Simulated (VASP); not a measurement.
**Ir: single point with PBE**

Crystal: Ir.

```
Ir
1.0
    -1.55577    1.55577    1.55577
     1.55577   -1.55577    1.55577
     1.55577    1.55577   -1.55577
Ir
1
Direct
  0.00000 0.00000 0.00000
```

```json
{
 "Program": "VASP 6.6.1",
 "Task": "single point",
 "Functional": "PBE",
 "Potentials or basis": "VASP PAW PBE potentials, release 64 (Ir)",
 "Cutoff": "520 eV",
 "k mesh": "7 × 7 × 7",
 "Occupations": "fermi-dirac, width 0.1 eV",
 "Spin": "no spin polarisation",
 "Dipole correction": "no",
 "Further INCAR settings": "ALGO = Normal; EDIFF = 1e-07; NBANDS = 10"
}
```

* Pressure: -0.7 GPa

Levels at points of the mesh, in eV from the Fermi level:
```csv
k point,band 1,band 2,band 3,band 4,band 5,band 6,band 7,band 8
"(0.00, 0.00, 0.00)",-10.19,-3.37,-3.37,-3.37,-0.48,-0.48,16.97,16.97
```

It took 2.1 s on 1 thread of Intel(R) Xeon(R) 6975P-C (Granite Rapids) (shared host), peak memory 0.12 GiB.

Caveat: the k points lie up to 0.41 Å⁻¹ apart; spin-orbit coupling is left out, which moves the levels of the heavy elements.
